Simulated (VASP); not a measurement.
# Hg: single point with PBEsol

Hg:

```xyz
2
Lattice="-2.9298 2.9298 1.5726 2.9298 -2.9298 1.5726 2.9298 2.9298 -1.5726" Properties=species:S:1:pos:R:3 pbc="T T T"
Hg    0.0000    2.9298    0.7863
Hg    0.0000    0.0000    0.0000
```

```json
{
  "Program": "VASP 6.6.1",
  "Task": "single point",
  "Functional": "PBEsol",
  "Potentials or basis": "VASP PAW PBE potentials, release 64 (Hg)",
  "Cutoff": "520 eV",
  "k mesh": "16 × 16 × 16",
  "Occupations": "gaussian, width 0.1 eV",
  "Spin": "no spin polarisation"
}
```

The pressure is -2.2 GPa and the band gap on the k mesh is zero (band 12 reaches 4.04 eV, above the bottom of band 13 at 0.08 eV).

Stress tensor (GPa, compression positive):
```
-2.03  0.00  0.00
 0.00 -2.03  0.00
 0.00  0.00 -2.42
```

Levels at points of the mesh, in eV from the Fermi level:
| k point | band 9 | band 10 | band 11 | band 12 | band 13 | band 14 | band 15 | band 16 |
| --- | --- | --- | --- | --- | --- | --- | --- | --- |
| (0.00, 0.00, 0.00) | -6.20 | -5.80 | -5.39 | 1.18 | 1.88 | 1.88 | 7.63 | 10.86 |
| (0.50, 0.00, 0.00) | -5.84 | -5.63 | -2.22 | -1.68 | 2.29 | 2.39 | 3.25 | 7.18 |
| (0.50, 0.50, 0.00) | -5.96 | -5.96 | -5.24 | -5.24 | 5.55 | 5.55 | 6.04 | 6.04 |
| (0.50, 0.50, 0.50) | -6.15 | -6.15 | -2.61 | -2.61 | -1.59 | -1.59 | 10.32 | 10.32 |

Run time: 5 min on 1 thread of AMD EPYC 9R14 (Zen 4), with other jobs on the host, peak memory 0.39 GiB.

Caveat: the PAW data sets were made with another functional, which shifts forces and pressure a little; spin-orbit coupling is left out, which moves the levels of the heavy elements.
